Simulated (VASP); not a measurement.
# ZnAu (P4/mmm) in VASP: a series of runs

Runs on ZnAu. Level: PBE. Tasks: single point.

All numbers are computed with VASP 6.6.1; they aren't measurements. Logs are shortened: lines on timing, memory, paths and dates and some standing lists are left out, and cuts for length are marked.

### Step 1. The cell of the first run

Symmetry: P4/mmm, No. 123, tetragonal system. Conventional cell: a = 3.068 Å, b = 3.068 Å, c = 3.304 Å, α = 90.00°, β = 90.00°, γ = 90.00°. Zn (site symmetry 4/mmm) has 8 Au at 2.73 Å and 6 Zn at 3.07 to 3.30 Å within 3.6 Å. Within 3.6 Å of Au (site symmetry 4/mmm) lie 8 Zn at 2.73 Å and 6 Au at 3.07 to 3.30 Å.

### Step 2. Single point, PBE (strain -0.025 along x and y, +0.050 along z)

Contents of INCAR:

```
PREC = Accurate ; ENCUT = 520
EDIFF = 1E-6 ; ISMEAR = 0
SIGMA = 0.15 ; LREAL = False
LASPH = True ; NELM = 100
ALGO = Fast ; ISIF = 2
LWAVE = False ; LCHARG = False
GGA = PE ; NBANDS = 18
```

Contents of KPOINTS:

```
Automatic mesh
0
Gamma
  16 16 16
```

Contents of POSCAR:

```
ZnAu
1.0
    3.0683250000      0.0000000000      0.0000000000
    0.0000000000      3.0683250000      0.0000000000
    0.0000000000      0.0000000000      3.3043500000
Zn Au
1 1
Direct
    0.5000000000      0.5000000000      0.5000000000
    0.0000000000      0.0000000000      0.0000000000
```

Potentials or basis: VASP PAW PBE potentials, release 64 (Zn, Au).

The run is started by

```bash
> cat potpaw_PBE.64/Zn/POTCAR potpaw_PBE.64/Au/POTCAR > POTCAR
> mpirun -np 1 vasp_std > vasp.out
```

OUTCAR:

```text
PREC = Accurate
   ENCUT = 520
   EDIFF = 1E-6
   ISMEAR = 0
   LREAL = False
   LASPH = True
   NELM = 100
   ISIF = 2
   GGA = PE

 ion  position               nearest neighbor table
   1  0.500  0.500  0.500-   2 2.73   2 2.73   2 2.73   2 2.73   2 2.73   2 2.73   2 2.73   2 2.73

   2  0.000  0.000  0.000-   1 2.73   1 2.73   1 2.73   1 2.73   1 2.73   1 2.73   1 2.73   1 2.73

  LATTYP: Found a simple tetragonal cell.
 ALAT       =     3.0683250000
 C/A-ratio  =     1.0769230769

  Lattice vectors:

 A1 = (   3.0683250000,   0.0000000000,   0.0000000000)
 A2 = (   0.0000000000,   3.0683250000,   0.0000000000)
 A3 = (   0.0000000000,   0.0000000000,   3.3043500000)

Analysis of symmetry for initial positions (statically):
=====================================================================
 Subroutine PRICEL returns:
 Original cell was already a primitive cell.

 Routine SETGRP: Setting up the symmetry group for a
 simple tetragonal supercell.

 Subroutine GETGRP returns: Found 16 space group operations
 (whereof 16 operations were pure point group operations)
 out of a pool of 16 trial point group operations.

The static configuration has the point symmetry D_4h.

Analysis of symmetry for dynamics (positions and initial velocities):
=====================================================================
 Subroutine PRICEL returns:
 Original cell was already a primitive cell.

 Routine SETGRP: Setting up the symmetry group for a
 simple tetragonal supercell.

 Subroutine GETGRP returns: Found 16 space group operations
 (whereof 16 operations were pure point group operations)
 out of a pool of 16 trial point group operations.

The dynamic configuration has the point symmetry D_4h.

 Subroutine INISYM returns: Found 16 space group operations
 (whereof 16 operations are pure point group operations),
 and found     1 'primitive' translations

----------------------------------------------------------------------------------------

                                     Primitive cell

  volume of cell :      31.1092

  direct lattice vectors                    reciprocal lattice vectors
     3.068325000  0.000000000  0.000000000     0.325910717  0.000000000  0.000000000
     0.000000000  3.068325000  0.000000000     0.000000000  0.325910717  0.000000000
     0.000000000  0.000000000  3.304350000     0.000000000  0.000000000  0.302631380

  length of vectors
     3.068325000  3.068325000  3.304350000     0.325910717  0.325910717  0.302631380

  position of ions in fractional coordinates (direct lattice)
     0.500000000  0.500000000  0.500000000
     0.000000000  0.000000000  0.000000000

  ion indices of the primitive-cell ions
   primitive index   ion index
                 1           1
                 2           2

----------------------------------------------------------------------------------------

 KPOINTS: Automatic mesh

Automatic generation of k-mesh.
 Grid dimensions read from file:
 generate k-points for:   16   16   16

 Generating k-lattice:

  Cartesian coordinates                     Fractional coordinates (reciprocal lattice)
     0.020369420  0.000000000  0.000000000     0.062500000  0.000000000  0.000000000
     0.000000000  0.020369420  0.000000000     0.000000000  0.062500000  0.000000000
     0.000000000  0.000000000  0.018914461     0.000000000  0.000000000  0.062500000

  Length of vectors
     0.020369420  0.020369420  0.018914461

  Shift w.r.t. Gamma in fractional coordinates (k-lattice)
     0.000000000  0.000000000  0.000000000

 Subroutine IBZKPT returns following result:
 ===========================================

 Found    405 irreducible k-points:

 Following reciprocal coordinates:
            Coordinates               Weight
  0.000000  0.000000  0.000000      1.000000
  0.062500  0.000000  0.000000      4.000000
  0.125000  0.000000  0.000000      4.000000
  0.187500  0.000000  0.000000      4.000000
  0.250000  0.000000  0.000000      4.000000
  0.312500  0.000000  0.000000      4.000000
[... 16 lines left out ...]
  0.437500  0.125000  0.000000      8.000000
  0.500000  0.125000  0.000000      4.000000
 [... further k-points ...]
   k-points           NKPTS =    405   k-points in BZ     NKDIM =    405   number of bands    NBANDS=     18
   number of dos      NEDOS =    301   number of ions     NIONS =      2
   total plane-waves  NPLWV =  16128
   dimension x,y,z NGX =    24 NGY =   24 NGZ =   28
   dimension x,y,z NGXF=    48 NGYF=   48 NGZF=   56
   ions per type =               1   1
   NGX,Y,Z   is equivalent  to a cutoff of  13.00, 13.00, 14.09 a.u.
   NGXF,Y,Z  is equivalent  to a cutoff of  26.01, 26.01, 28.17 a.u.
 SYSTEM =  unknown system
   PREC   = accura    normal or accurate (medium, high low for compatibility)
   ISTART =      0    job   : 0-new  1-cont  2-samecut
   ICHARG =      2    charge: 1-file 2-atom 10-const
   ISPIN  =      1    spin polarized calculation?
   LNONCOLLINEAR =      F non collinear calculations
   LSORBIT =      F    spin-orbit coupling
   LASPH  =      T    aspherical Exc in radial PAW
   ENCUT  =  520.0 eV  38.22 Ry    6.18 a.u.   5.71  5.71  6.14*2*pi/ulx,y,z
   NELM   =    100;   NELMIN=  2; NELMDL= -5     # of ELM steps
   EDIFF  = 0.1E-05   stopping-criterion for ELM
   LREAL  =      F    real-space projection
   EDIFFG = 0.1E-04   stopping-criterion for IOM
   NSW    =      0    number of steps for IOM
   IBRION =     -1    ionic relax: 0-MD 1-quasi-New 2-CG
   NFREE  =      0    steps in history (QN), initial steepest desc. (CG)
   ISIF   =      2    stress and relaxation
   ISYM   =      2    0-nonsym 1-usesym 2-fastsym
   POTIM  = 0.5000    time-step for ionic-motion
   TEBEG  =    0.0;   TEEND  =   0.0 temperature during run
   PSTRESS=    0.0 pullay stress
   NELECT =      23.0000    total number of electrons
   NUPDOWN=      -1.0000    fix difference up-down
   EMIN   =  10.00;   EMAX   =-10.00  energy-range for DOS
   EFERMI =   0.00;   METHOD = LEGACY
   ISMEAR =     0;   SIGMA  =   0.15  broadening in eV -4-tet -1-fermi 0-gaus
   EFERMI_NEDOS =   21; number of points for ismear=-14 and -15
   IALGO  =     68    algorithm
   IMIX   =      4    mixing-type and parameters
     AMIX     =   0.40;   BMIX     =  1.00
     AMIX_MAG =   1.60;   BMIX_MAG =  1.00
  volume/ion in A,a.u.               =      15.55       104.97
  Fermi-wavevector in a.u.,A,eV,Ry     =   1.480316  2.797392 29.814941  2.191336
  Thomas-Fermi vector in A             =   2.594365
   LORBIT       =      0    0 simple, 1 ext, 2 COOP (PROOUT), +10 PAW based schemes
   GGA     = PE    functional components
   LHFCALC =     F    Hartree Fock is set to
   AEXX    =    0.0000 exact exchange contribution
   IVDW    =     0    specifies the selected vdW correction
   LEPSILON=     F    determine dielectric tensor
   LRPA    =     F    only Hartree local field effects (RPA)
 non-spin polarized calculation
 RMM-DIIS sequential band-by-band and
 Gauss-broadening in eV      SIGMA  =   0.15
  energy-cutoff  :      520.00
  volume of cell :       31.11
 maximum number of plane-waves:       856
 NGX is ok and might be reduce to    24
   NGX = 11   NGY = 11   NGZ = 13

 number of electron      22.9999991 magnetization

 Free energy of the ion-electron system (eV)
  ---------------------------------------------------
  ext. energy  EPLUGINS =         0.00000000
  ---------------------------------------------------
  free energy    TOTEN  =        -4.72839242 eV

  energy without entropy =       -4.72303258  energy(sigma->0) =       -4.72571250

 E-fermi :   7.1376     XC(G=0): -12.3884

 val. band max:        7.0956712572   @ k =   0.2500   0.0625   0.3125
 cond. band min:       7.1425178634   @ k =   0.3750   0.2500   0.1250
 fundamental gap:      0.0468466062
 Fermi energy:         7.1376055975

 k-point     1 :       0.0000    0.0000    0.0000
  band No.  band energies     occupation
      1      -3.5182      2.00000
      2      -1.0320      2.00000
      3      -1.0107      2.00000
      4      -0.3540      2.00000
      5      -0.3540      2.00000
      6      -0.2417      2.00000
[... 10 lines left out ...]
     17      19.7272      0.00000
     18      24.6085      0.00000

 k-point     2 :       0.0625    0.0000    0.0000
  band No.  band energies     occupation
      1      -3.4449      2.00000
      2      -1.0132      2.00000
      3      -0.9902      2.00000
      4      -0.3562      2.00000
      5      -0.3473      2.00000
      6      -0.2447      2.00000
[... 10 lines left out ...]
     17      20.0852      0.00000
     18      24.6148      0.00000

 k-point     3 :       0.1250    0.0000    0.0000
  band No.  band energies     occupation
      1      -3.2274      2.00000
      2      -0.9633      2.00000
      3      -0.9277      2.00000
      4      -0.3620      2.00000
      5      -0.3283      2.00000
      6      -0.2528      2.00000
[... 10 lines left out ...]
     17      21.3512      0.00000
     18      24.4916      0.00000

 k-point     4 :       0.1875    0.0000    0.0000
  band No.  band energies     occupation
      1      -2.8743      2.00000
      2      -0.8901      2.00000
      3      -0.8318      2.00000
      4      -0.3699      2.00000
      5      -0.2993      2.00000
      6      -0.2646      2.00000
[... 375 lines left out ...]
      4      -0.4581      2.00000
      5      -0.2651      2.00000
      6      -0.1269      2.00000
[... 10 lines left out ...]
     17      20.0238      0.00000
     18      20.5925      0.00000

 k-point    23 :       0.4375    0.1250    0.0000
  band No.  band energies     occupation
      1      -0.7969      2.00000
      2      -0.5826      2.00000
      3      -0.4945      2.00000
      4      -0.4502      2.00000
      5      -0.2820      2.00000
      6       0.1218      2.00000
[... 10 lines left out ...]
     17      18.7134      0.00000
     18      20.5884      0.00000

 k-point    24 :       0.5000    0.1250    0.0000
  band No.  band energies     occupation
      1      -0.6590      2.00000
      2      -0.6060      2.00000
      3      -0.4914      2.00000
      4      -0.4455      2.00000
      5      -0.2902      2.00000
      6       0.3008      2.00000
[... 10 lines left out ...]
     17      17.5212      0.00000
     18      20.6065      0.00000

 [... further k-points ...]

------------------------ aborting loop because EDIFF is reached ----------------------------------------

  FORCE on cell =-STRESS in cart. coord.  units (eV):
  Direction    XX          YY          ZZ          XY          YZ          ZX
  --------------------------------------------------------------------------------------
  -------------------------------------------------------------------------------------
  Total        1.0495966      1.0495966      0.9067653      0.0000000     -0.0000000      0.0000000
  in kB       54.0560410     54.0560410     46.6999839      0.0000000     -0.0000000      0.0000000
  external PRESSURE =      51.6040219 kB  Pullay stress =       0.0000000 kB

 VOLUME and BASIS-vectors are now :
 -----------------------------------------------------------------------------
  energy-cutoff  :      520.00
  volume of cell :       31.11
      direct lattice vectors                 reciprocal lattice vectors
     3.068325000  0.000000000  0.000000000     0.325910717  0.000000000  0.000000000
     0.000000000  3.068325000  0.000000000     0.000000000  0.325910717  0.000000000
     0.000000000  0.000000000  3.304350000     0.000000000  0.000000000  0.302631380

 POSITION                                       TOTAL-FORCE (eV/Angst)
 -----------------------------------------------------------------------------------
      1.53416      1.53416      1.65217         0.000000      0.000000      0.000000
      0.00000      0.00000      0.00000         0.000000      0.000000      0.000000
 -----------------------------------------------------------------------------------
    total drift:                                0.000000      0.000000     -0.000000

  FREE ENERGIE OF THE ION-ELECTRON SYSTEM (eV)
  ---------------------------------------------------
  free  energy   TOTEN  =        -4.7283924216 eV

  energy  without entropy=       -4.7230325810  energy(sigma->0) =       -4.72571250
```

Run time: 1.9 min. Hardware: 1 thread of Intel Xeon 6975P-C, shared host; peak memory 0.34 GiB.

What came out:

```yaml
Free_energy: -4.7284 eV
Pressure: 5.2 GPa
```

Stress tensor (GPa, compression positive):
```
5.41 0.00 0.00
0.00 5.41 0.00
0.00 0.00 4.67
```

Levels at points of the mesh, in eV from the Fermi level:
```csv
k point,band 9,band 10,band 11,band 12,band 13,band 14,band 15,band 16
"(0.00, 0.00, 0.00)",-3.80,-3.80,-3.66,3.58,5.74,5.74,8.41,12.13
"(0.50, 0.00, 0.00)",-5.25,-4.83,-3.97,-2.06,9.65,9.92,10.38,11.75
"(0.50, 0.50, 0.00)",-4.23,-2.97,-1.71,-1.71,1.43,2.85,9.41,11.78
"(0.00, 0.00, 0.50)",-4.76,-4.76,-3.78,-3.02,10.72,11.39,11.39,11.51
"(0.50, 0.00, 0.50)",-3.99,-3.30,-2.20,-2.06,0.63,2.29,11.00,13.15
"(0.50, 0.50, 0.50)",-3.33,-2.94,1.44,3.68,3.68,3.69,3.93,5.59
```

Caveat: the cell differs from its parent crystal (strain -0.025 along x and y, +0.050 along z); spin-orbit coupling is left out, which moves the levels of the heavy elements.

### Step 3. Single point, PBE (strain +0.025 along x and y, +0.050 along z)

Contents of INCAR:

```
SYSTEM = ZnAu
PREC     = Accurate       ! precision mode
ENCUT    = 520            ! plane-wave cutoff, eV
EDIFF    = 1E-6           ! SCF threshold, eV
ISMEAR   = 0              ! smearing method
SIGMA    = 0.15           ! smearing width, eV
LREAL    = .FALSE.        ! projectors in reciprocal space
LASPH    = .TRUE.         ! aspherical terms in the spheres
NELM     = 60             ! most SCF steps
ALGO     = Fast           ! electronic algorithm
ISIF     = 2              ! what is computed and relaxed
LWAVE    = .FALSE.        ! write WAVECAR
LCHARG   = .FALSE.        ! write CHGCAR
GGA      = PE             ! functional
NBANDS   = 18             ! bands
```

Contents of KPOINTS:

```
regular mesh
0
G
  16 16 16
  0 0 0
```

Contents of POSCAR:

```
ZnAu
1.0
    3.2256750000      0.0000000000      0.0000000000
    0.0000000000      3.2256750000      0.0000000000
    0.0000000000      0.0000000000      3.3043500000
Zn Au
1 1
Direct
    0.5000000000      0.5000000000      0.5000000000
    0.0000000000      0.0000000000      0.0000000000
```

Potentials or basis: VASP PAW PBE potentials, release 64 (Zn, Au).

The run is started by

```bash
> cat potpaw_PBE.64/Zn/POTCAR potpaw_PBE.64/Au/POTCAR > POTCAR
> mpirun -np 1 vasp_std > vasp.out
```

OUTCAR:

```text
SYSTEM = ZnAu
   PREC = Accurate
   ENCUT = 520
   EDIFF = 1E-6
   ISMEAR = 0
   LREAL = .FALSE.
   LASPH = .TRUE.
   NELM = 60
   ISIF = 2
   GGA = PE

 ion  position               nearest neighbor table
   1  0.500  0.500  0.500-   2 2.82   2 2.82   2 2.82   2 2.82   2 2.82   2 2.82   2 2.82   2 2.82

   2  0.000  0.000  0.000-   1 2.82   1 2.82   1 2.82   1 2.82   1 2.82   1 2.82   1 2.82   1 2.82

  LATTYP: Found a simple tetragonal cell.
 ALAT       =     3.2256750000
 C/A-ratio  =     1.0243902439

  Lattice vectors:

[... 694 lines left out ...]

  FORCE on cell =-STRESS in cart. coord.  units (eV):
  Direction    XX          YY          ZZ          XY          YZ          ZX
  --------------------------------------------------------------------------------------
  -------------------------------------------------------------------------------------
  Total       -1.2433327     -1.2433327     -1.2858113      0.0000000      0.0000000      0.0000000
  in kB      -57.9389567    -57.9389567    -59.9184503      0.0000000      0.0000000      0.0000000
  external PRESSURE =     -58.5987879 kB  Pullay stress =       0.0000000 kB

 VOLUME and BASIS-vectors are now :
 -----------------------------------------------------------------------------
  energy-cutoff  :      520.00
  volume of cell :       34.38
      direct lattice vectors                 reciprocal lattice vectors
     3.225675000  0.000000000  0.000000000     0.310012633  0.000000000  0.000000000
     0.000000000  3.225675000  0.000000000     0.000000000  0.310012633  0.000000000
     0.000000000  0.000000000  3.304350000     0.000000000  0.000000000  0.302631380

 POSITION                                       TOTAL-FORCE (eV/Angst)
 -----------------------------------------------------------------------------------
      1.61284      1.61284      1.65217         0.000000      0.000000      0.000000
      0.00000      0.00000      0.00000         0.000000      0.000000      0.000000
 -----------------------------------------------------------------------------------
    total drift:                                0.000000      0.000000     -0.000000

  FREE ENERGIE OF THE ION-ELECTRON SYSTEM (eV)
  ---------------------------------------------------
  free  energy   TOTEN  =        -4.7148970265 eV

  energy  without entropy=       -4.7098943544  energy(sigma->0) =       -4.71239569
```

It took 2.1 min on 1 thread of Intel Xeon 6975P-C, shared host; peak memory 0.36 GiB.

What came out:

* Free energy: -4.7149 eV
* Pressure: -5.9 GPa

Stress tensor (GPa, compression positive):
```
-5.79  0.00  0.00
 0.00 -5.79  0.00
 0.00  0.00 -5.99
```

Caveat: the cell differs from its parent crystal (strain +0.025 along x and y, +0.050 along z); spin-orbit coupling is left out, which moves the levels of the heavy elements.
